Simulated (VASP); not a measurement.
# Sr (Fm-3m) in VASP: notebook, part 2 of 2

VASP 6.6.1. Earlier steps stand in the parts before.

### Step 4. Single point, revPBE (64.56 Å³/atom)

This run uses another cell than the first one, of 64.56 Å³/atom.

File INCAR:

```
SYSTEM = Sr
PREC = Accurate ; ENCUT = 520
EDIFF = 1E-7 ; ISMEAR = -1
SIGMA = 0.1 ; LREAL = .FALSE.
LASPH = .TRUE. ; NELM = 80
ALGO = Normal ; ISIF = 2
LWAVE = .FALSE. ; LCHARG = .TRUE.
GGA = RE ; LELF = .TRUE.
LVHAR = .TRUE. ; NBANDS = 11
```

File KPOINTS:

```
regular mesh
0
G
  15 15 15
  0 0 0
```

File POSCAR:

```
Sr
1.0
    0.0000000000      3.1840699465      3.1840699465
    3.1840699465      0.0000000000      3.1840699465
    3.1840699465      3.1840699465      0.0000000000
Sr
1
Direct
    0.0000000000      0.0000000000      0.0000000000
```

Potentials or basis: VASP PAW PBE potentials, release 64 (Sr_sv).

On the command line:

```sh
$ cat potpaw_PBE.64/Sr_sv/POTCAR > POTCAR
$ mpirun -np 1 vasp_std > vasp.out
```

OUTCAR:

```text
SYSTEM = Sr
   PREC = Accurate
   ENCUT = 520
   EDIFF = 1E-7
   ISMEAR = -1
   LREAL = .FALSE.
   LASPH = .TRUE.
   NELM = 80
   ISIF = 2
   GGA = RE

 ion  position               nearest neighbor table
   1  0.000  0.000  0.000-

  LATTYP: Found a face centered cubic cell.
 ALAT       =     6.3681398930

  Lattice vectors:

 A1 = (   0.0000000000,   3.1840699465,   3.1840699465)
 A2 = (   3.1840699465,   0.0000000000,   3.1840699465)
 A3 = (   3.1840699465,   3.1840699465,   0.0000000000)

Analysis of symmetry for initial positions (statically):
=====================================================================
 Subroutine PRICEL returns:
 Original cell was already a primitive cell.

 Routine SETGRP: Setting up the symmetry group for a
 face centered cubic supercell.

 Subroutine GETGRP returns: Found 48 space group operations
 (whereof 48 operations were pure point group operations)
 out of a pool of 48 trial point group operations.

The static configuration has the point symmetry O_h .

Analysis of symmetry for dynamics (positions and initial velocities):
=====================================================================
 Subroutine PRICEL returns:
 Original cell was already a primitive cell.

 Routine SETGRP: Setting up the symmetry group for a
 face centered cubic supercell.

 Subroutine GETGRP returns: Found 48 space group operations
 (whereof 48 operations were pure point group operations)
 out of a pool of 48 trial point group operations.

The dynamic configuration has the point symmetry O_h .

 Subroutine INISYM returns: Found 48 space group operations
 (whereof 48 operations are pure point group operations),
 and found     1 'primitive' translations

----------------------------------------------------------------------------------------

                                     Primitive cell

  volume of cell :      64.5621

[... 106 lines left out ...]
     AMIX_MAG =   1.60;   BMIX_MAG =  1.00
  volume/ion in A,a.u.               =      64.56       435.69
  Fermi-wavevector in a.u.,A,eV,Ry     =   0.879189  1.661426 10.516940  0.772973
  Thomas-Fermi vector in A             =   1.999378
   LORBIT       =      0    0 simple, 1 ext, 2 COOP (PROOUT), +10 PAW based schemes
   GGA     = RE    functional components
   LHFCALC =     F    Hartree Fock is set to
   AEXX    =    0.0000 exact exchange contribution
   IVDW    =     0    specifies the selected vdW correction
   LEPSILON=     F    determine dielectric tensor
   LRPA    =     F    only Hartree local field effects (RPA)
 non-spin polarized calculation
  energy-cutoff  :      520.00
  volume of cell :       64.56
 maximum number of plane-waves:      1807
 NGX is ok and might be reduce to    36
   NGX = 17   NGY = 17   NGZ = 17

 number of electron      10.0000000 magnetization

 Free energy of the ion-electron system (eV)
  ---------------------------------------------------
  ext. energy  EPLUGINS =         0.00000000
  ---------------------------------------------------
  free energy    TOTEN  =        -1.47918173 eV

  energy without entropy =       -1.43339114  energy(sigma->0) =       -1.45628643

 E-fermi :   1.1078     XC(G=0):  -6.8000

 val. band max:        1.1067881007   @ k =   0.4667   0.0000   0.0000
 cond. band min:       1.1128005206   @ k =  -0.3333   0.4000   0.2000
 fundamental gap:      0.0060124199
 Fermi energy:         1.1078163938

 k-point     1 :       0.0000    0.0000    0.0000
  band No.  band energies     occupation
      1     -35.8386      2.00000
      2     -17.7461      2.00000
      3     -17.7461      2.00000
      4     -17.7461      2.00000
      5      -2.2324      2.00000
      6       3.3477      0.00000
      7       3.3477      0.00000
      8       3.3477      0.00000
      9       4.5801      0.00000
     10       4.5801      0.00000
     11       7.7370      0.00000
[... 309 lines left out ...]
 k-point    24 :       0.2000    0.1333    0.0000
  band No.  band energies     occupation
      1     -35.8364      2.00000
      2     -17.7758      2.00000
      3     -17.7560      2.00000
      4     -17.7551      2.00000
      5      -1.6928      2.00000
      6       2.7026      0.00000
      7       3.5251      0.00000
      8       3.5732      0.00000
      9       3.9070      0.00000
     10       4.7569      0.00000
     11       8.4265      0.00000

 [... further k-points ...]
[... 5 lines left out ...]
  --------------------------------------------------------------------------------------
  -------------------------------------------------------------------------------------
  Total       -0.4165727     -0.4165727     -0.4165727     -0.0000000      0.0000000      0.0000000
  in kB      -10.3376931    -10.3376931    -10.3376931     -0.0000000      0.0000000      0.0000000
  external PRESSURE =     -10.3376931 kB  Pullay stress =       0.0000000 kB

 VOLUME and BASIS-vectors are now :
 -----------------------------------------------------------------------------
  energy-cutoff  :      520.00
  volume of cell :       64.56
      direct lattice vectors                 reciprocal lattice vectors
     0.000000000  3.184069947  3.184069947    -0.157031726  0.157031726  0.157031726
     3.184069947  0.000000000  3.184069947     0.157031726 -0.157031726  0.157031726
     3.184069947  3.184069947  0.000000000     0.157031726  0.157031726 -0.157031726

 POSITION                                       TOTAL-FORCE (eV/Angst)
 -----------------------------------------------------------------------------------
      0.00000      0.00000      0.00000         0.000000      0.000000     -0.000000
 -----------------------------------------------------------------------------------
    total drift:                               -0.000000      0.000000      0.000000

  FREE ENERGIE OF THE ION-ELECTRON SYSTEM (eV)
  ---------------------------------------------------
  free  energy   TOTEN  =        -1.4791817277 eV

  energy  without entropy=       -1.4333911414  energy(sigma->0) =       -1.45628643
```

stdout:

```text
POSCAR found type information on POSCAR Sr
 POSCAR found :  1 types and       1 ions
 scaLAPACK will be used
 -----------------------------------------------------------------------------
|                                                                             |
|                                                                             |
|     You enforced a specific xc type in the INCAR file but a different       |
|     I HOPE YOU KNOW WHAT YOU ARE DOING!                                     |
|                                                                             |
 -----------------------------------------------------------------------------

 LDA part: xc-table for (Slater+PW92), standard interpolation
 POSCAR, INCAR and KPOINTS ok, starting setup
 FFT: planning ... GRIDC
 FFT: planning ... GRID_SOFT
 FFT: planning ... GRID
 WAVECAR not read
 entering main loop
```

Run time: 46 s. Hardware: 1 thread of Intel Xeon 6975P-C (Granite Rapids), shared host; peak memory 0.24 GiB.

What came out:

```
Free energy            : -1.4792 eV
Pressure               : -1.0 GPa
Band gap on the k mesh : zero (bands 5 and 6 overlap by 0.23 eV)
```

Levels at points of the mesh, in eV from the Fermi level:
```csv
k point,band 2,band 3,band 4,band 5,band 6,band 7,band 8,band 9
"(0.00, 0.00, 0.00)",-18.85,-18.85,-18.85,-3.34,2.24,2.24,2.24,3.47
```

Caveat: the PAW data sets were made with another functional, which shifts forces and pressure a little.

### Step 5. Overview

| cell | gap on the mesh (eV) | pressure (GPa) |
| --- | --- | --- |
| a = 4.393 Å, angles 60.0°, 1 atom | none | -0.4 |
| a = 4.449 Å, angles 60.0°, 1 atom | none | -0.7 |
| a = 4.503 Å, angles 60.0°, 1 atom | none | -1.0 |

Alike in all rows: task single point; level revPBE; potentials or basis VASP PAW PBE potentials, release 64 (Sr_sv); no spin polarisation; k mesh 15 × 15 × 15; cutoff (eV) 520; smearing fermi-dirac 0.1 eV.

Caveats: the PAW data sets were made with another functional, which shifts forces and pressure a little.

Total energies depend on the potentials used, so only differences within one code and one set of settings carry meaning.
